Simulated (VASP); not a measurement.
# C (Fd-3m) in VASP: settings compared, part 2 of 2

VASP 6.6.1. The steps go on from the part before.

**4. G0W0 quasiparticle levels, PBE**

POSCAR

```
C
1.0
    0.0000000000      1.7801241411      1.7801241411
    1.7801241411      0.0000000000      1.7801241411
    1.7801241411      1.7801241411      0.0000000000
C
2
Direct
    0.0000000000      0.0000000000      0.0000000000
    0.2500000000      0.2500000000      0.2500000000
```

INCAR.step1

```
SYSTEM = C
ALGO     = Normal         ! electronic algorithm
EDIFF    = 1E-8           ! SCF threshold, eV
ENCUT    = 500            ! plane-wave cutoff, eV
GGA      = PE             ! functional
ISMEAR   = 0              ! smearing method
LASPH    = .TRUE.         ! aspherical terms in the spheres
LCHARG   = .FALSE.        ! write CHGCAR
LREAL    = .FALSE.        ! projectors in reciprocal space
LWAVE    = .TRUE.         ! write WAVECAR
NELM     = 80             ! most SCF steps
PREC     = Accurate       ! precision mode
SIGMA    = 0.01           ! smearing width, eV
```

INCAR.step2

```
SYSTEM = C
ALGO     = Exact          ! electronic algorithm
EDIFF    = 1E-8           ! SCF threshold, eV
ENCUT    = 500            ! plane-wave cutoff, eV
GGA      = PE             ! functional
ISMEAR   = 0              ! smearing method
ISTART   = 1            
LASPH    = .TRUE.         ! aspherical terms in the spheres
LCHARG   = .FALSE.        ! write CHGCAR
LOPTICS  = .TRUE.         ! frequency-dependent dielectric function
LREAL    = .FALSE.        ! projectors in reciprocal space
LWAVE    = .TRUE.         ! write WAVECAR
NBANDS   = 34             ! bands
NELM     = 1              ! most SCF steps
PREC     = Accurate       ! precision mode
SIGMA    = 0.01           ! smearing width, eV
```

INCAR.step3

```
SYSTEM = C
ALGO     = EVGW0          ! electronic algorithm
EDIFF    = 1E-8           ! SCF threshold, eV
ENCUT    = 500            ! plane-wave cutoff, eV
ENCUTGW  = 60             ! cutoff of the response function
GGA      = PE             ! functional
ISMEAR   = 0              ! smearing method
ISTART   = 1            
LASPH    = .TRUE.         ! aspherical terms in the spheres
LCHARG   = .FALSE.        ! write CHGCAR
LREAL    = .FALSE.        ! projectors in reciprocal space
LWAVE    = .FALSE.        ! write WAVECAR
NBANDS   = 34             ! bands
NBANDSGW = 12           
NELMGW   = 1            
NOMEGA   = 48             ! frequency points
PREC     = Accurate       ! precision mode
PRECFOCK = Fast         
SIGMA    = 0.01           ! smearing width, eV
```

KPOINTS

```
k-points
0
G
  4 4 4
  0 0 0
```

Potentials or basis: VASP PAW PBE potentials, release 64 (C_GW).

Started as:

```
$ cat potpaw_PBE.64/C_GW/POTCAR > POTCAR
$ cp INCAR.step1 INCAR
$ mpirun -np 1 vasp_std > vasp.out
$ cp INCAR.step2 INCAR
$ mpirun -np 1 vasp_std > vasp.out
$ cp INCAR.step3 INCAR
$ mpirun -np 1 vasp_std > vasp.out
```

OUTCAR:

```text
SYSTEM = C
   EDIFF = 1E-8
   ENCUT = 500
   ENCUTGW = 60
   GGA = PE
   ISMEAR = 0
   ISTART = 1
   LASPH = .TRUE.
   LREAL = .FALSE.
   NELMGW = 1
   PREC = Accurate
   PRECFOCK = Fast

 ion  position               nearest neighbor table
   1  0.000  0.000  0.000-   2 1.54   2 1.54   2 1.54   2 1.54
   2  0.250  0.250  0.250-   1 1.54   1 1.54   1 1.54   1 1.54

  LATTYP: Found a face centered cubic cell.
 ALAT       =     3.5602482822

  Lattice vectors:

 A1 = (   0.0000000000,   1.7801241411,   1.7801241411)
 A2 = (   1.7801241411,   0.0000000000,   1.7801241411)
 A3 = (   1.7801241411,   1.7801241411,   0.0000000000)

Analysis of symmetry for initial positions (statically):
=====================================================================
 Subroutine PRICEL returns:
 Original cell was already a primitive cell.

 Routine SETGRP: Setting up the symmetry group for a
 face centered cubic supercell.

 Subroutine GETGRP returns: Found 48 space group operations
 (whereof 24 operations were pure point group operations)
 out of a pool of 48 trial point group operations.

The static configuration has the point symmetry T_d .
 The point group associated with its full space group is O_h .

Analysis of symmetry for dynamics (positions and initial velocities):
=====================================================================
 Subroutine PRICEL returns:
 Original cell was already a primitive cell.

 Routine SETGRP: Setting up the symmetry group for a
 face centered cubic supercell.

 Subroutine GETGRP returns: Found 48 space group operations
[... 104 lines left out ...]
   IALGO  =     38    algorithm
   IMIX   =      4    mixing-type and parameters
     AMIX     =   0.40;   BMIX     =  1.00
     AMIX_MAG =   1.60;   BMIX_MAG =  1.00
  volume/ion in A,a.u.               =       5.64        38.07
  Fermi-wavevector in a.u.,A,eV,Ry     =   1.459860  2.758735 28.996616  2.131191
  Thomas-Fermi vector in A             =   2.576377
   LORBIT       =      0    0 simple, 1 ext, 2 COOP (PROOUT), +10 PAW based schemes
   GGA     = PE    functional components
   LHFCALC =     T    Hartree Fock is set to
   PRECFOCK=fast      Normal, Fast or Accurate (Low or Medium for compatibility)
   ENCUT4O =  -1.0   cutoff for four orbital integrals eV
   NKREDX  =     1    reduce k-point grid by
   NKREDY  =     1    reduce k-point grid by
   NKREDZ  =     1    reduce k-point grid by
   AEXX    =    1.0000 exact exchange contribution
   HFSCREEN=    0.0000 screening length (either q_TF or 0.3 A-1)
   HFSCREENC=   0.0000 screening length for correlation (either q_TF or 0.3 A-1)
   ENCUTFOCK=  -1.0 apply spherical cutoff to Coloumb kernel
   IVDW    =     0    specifies the selected vdW correction
   LEPSILON=     F    determine dielectric tensor
   LRPA    =     F    only Hartree local field effects (RPA)
   LRPAFORCE           =     F    calculate RPA forces
   ENCUTGW             =  60.0    cutoff for response function in eV
   ENCUTGWSOFT         =  48.0    soft cutoff for Coulomb kernel in GW response function in eV
   ENCUTLF             =  -1.0    cutoff for local field effects
   NELMGW              =     1    number of iterations in solving QP/BSE equation
   NELMHF              =     1    number of iterations in the inner HF iteration
   NKREDLFX            =     1    NKREDLFY  =   1   NKREDLFZ  =   1
 non-spin polarized calculation
 Gauss-broadening in eV      SIGMA  =   0.01
  energy-cutoff  :      500.00
  volume of cell :       11.28
 maximum number of plane-waves:       302
  NGX = 12; NGY = 12; NGZ = 12
   NGX =  9   NGY =  9   NGZ =  9
 maximum number of plane-waves:        15
 NGX is ok and might be reduce to    10

 QP shifts <psi_nk| G(iteration)W_0 |psi_nk>: iteration 1
 for sc-GW calculations column KS-energies equals QP-energies in previous step
 and V_xc(KS)=  KS-energies - (<T + V_ion + V_H > + <T+V_H+V_ion>^1  + <V_x>^1)

 k-point   1 :       0.0000    0.0000    0.0000
  band No.  KS-energies  QP-energies   sigma(KS)   V_xc(KS)     V^pw_x(r,r')   Z            occupation Imag(sigma)

      1     -11.6868     -12.7734     -16.2089     -14.7866     -25.4360       0.7640       2.0000       1.4821
      2       9.8732       9.9953     -16.6737     -16.8206     -19.5334       0.8310       2.0000       0.0990
      3       9.8732       9.9953     -16.6737     -16.8206     -19.5334       0.8310       2.0000       0.0990
      4       9.8732       9.9953     -16.6737     -16.8206     -19.5334       0.8310       2.0000       0.0990
      5      15.4724      16.9992     -13.6855     -15.5341      -9.1126       0.8259       0.0000      -0.1149
      6      15.4724      16.9992     -13.6855     -15.5341      -9.1126       0.8259       0.0000      -0.1149
      7      15.4724      16.9992     -13.6855     -15.5341      -9.1126       0.8259       0.0000      -0.1149
      8      23.3205      24.8323     -14.4533     -16.3807      -7.6689       0.7844       0.0000      -0.2647
      9      29.2275      29.7517     -11.2211     -11.8663      -4.2985       0.8126       0.0000      -0.4347
     10      36.4491      37.7267     -12.3432     -13.9041      -5.8811       0.8185       0.0000      -0.5875
     11      36.4491      37.7267     -12.3432     -13.9041      -5.8811       0.8185       0.0000      -0.5875
     12      37.4506      38.1824     -10.6205     -11.5157      -3.2470       0.8175       0.0000      -0.9936
[... 100 lines left out ...]
      1      -2.1388      -2.9468     -17.0042     -15.9554     -23.5110       0.7705       2.0000       0.4141
      2      -2.1388      -2.9468     -17.0042     -15.9554     -23.5110       0.7705       2.0000       0.4141
      3       1.4921       0.8814     -15.6453     -14.8755     -20.1679       0.7933       2.0000       0.2099
      4       1.4921       0.8814     -15.6453     -14.8755     -20.1679       0.7933       2.0000       0.2099
      5      20.5144      21.8367     -12.5696     -14.1844      -7.0032       0.8189       0.0000      -0.1680
      6      20.5144      21.8367     -12.5696     -14.1844      -7.0032       0.8189       0.0000      -0.1680
      7      22.2571      24.0530     -13.8915     -16.1450      -7.5578       0.7969       0.0000      -0.2325
      8      22.2571      24.0530     -13.8915     -16.1450      -7.5578       0.7969       0.0000      -0.2325
      9      31.2913      33.1483     -13.0559     -15.4193      -5.6136       0.7857       0.0000      -0.5598
     10      31.2913      33.1483     -13.0559     -15.4193      -5.6136       0.7857       0.0000      -0.5598
     11      40.3809      41.7071     -11.8031     -13.4510      -4.2063       0.8048       0.0000      -1.0428
     12      40.3809      41.7071     -11.8031     -13.4510      -4.2063       0.8048       0.0000      -1.0428
```

OUTCAR.step1:

```text
SYSTEM = C
   EDIFF = 1E-8
   ENCUT = 500
   GGA = PE
   ISMEAR = 0
   LASPH = .TRUE.
[... 291 lines left out ...]
 -----------------------------------------------------------------------------------
      0.00000      0.00000      0.00000        -0.000000     -0.000000     -0.000000
      0.89006      0.89006      0.89006         0.000000      0.000000      0.000000
 -----------------------------------------------------------------------------------
    total drift:                               -0.000000     -0.000000     -0.000000

  FREE ENERGIE OF THE ION-ELECTRON SYSTEM (eV)
  ---------------------------------------------------
  free  energy   TOTEN  =       -18.0670750400 eV

  energy  without entropy=      -18.0670750400  energy(sigma->0) =      -18.06707504
```

OUTCAR.step2:

```text
SYSTEM = C
   EDIFF = 1E-8
   ENCUT = 500
   GGA = PE
   ISMEAR = 0
[... 690 lines left out ...]
  --------------------------------------------------------------------------------------------------------------
     0.00000     7.52498     7.52498     7.52498     0.00000     0.00000    -0.00000
     1.52071     7.71298     7.71298     7.71298     0.00000     0.00000    -0.00000
     3.04142     8.41236     8.41236     8.41236     0.00000     0.00000    -0.00000
     4.56213    10.64891    10.64891    10.64891     0.00000     0.00000    -0.00000
     6.08284     3.51492     3.51492     3.51492     0.00000     0.00000    -0.00000
     7.60355    12.15313    12.15313    12.15313     0.00000     0.00000    -0.00000
[... 92 lines left out ...]
   149.02951     0.95230     0.95230     0.95230    -0.00000    -0.00000     0.00000
   150.55022     0.95331     0.95331     0.95331    -0.00000    -0.00000     0.00000
```

It took 6.8 s on 1 thread of Intel Xeon Platinum 8488C (Sapphire Rapids), shared host; peak memory 0.13 GiB.

Results:

```
Band gap on the k mesh, mean-field level : 4.45 eV, indirect (least direct gap 5.60 eV)
Quasiparticle gap                        : 5.42 eV
Least direct quasiparticle gap           : 7.00 eV
```

Levels at points of the mesh, in eV from the valence-band top:
```csv
k point,band 1,band 2,band 3,band 4,band 5,band 6,band 7,band 8
"(0.00, 0.00, 0.00)",-21.56,0.00,0.00,0.00,5.60,5.60,5.60,13.45
"(0.50, 0.00, 0.00)",-15.75,-13.45,-2.82,-2.82,8.48,8.48,8.91,15.75
"(0.50, 0.50, 0.00)",-12.81,-12.81,-6.34,-6.34,4.76,4.76,16.90,16.90
```

Caveat: the k points lie up to 0.76 Å⁻¹ apart; bands, screening cutoff and mesh are small and nothing is extrapolated, so the quasiparticle values aren't converged. A k mesh can miss the band edges.
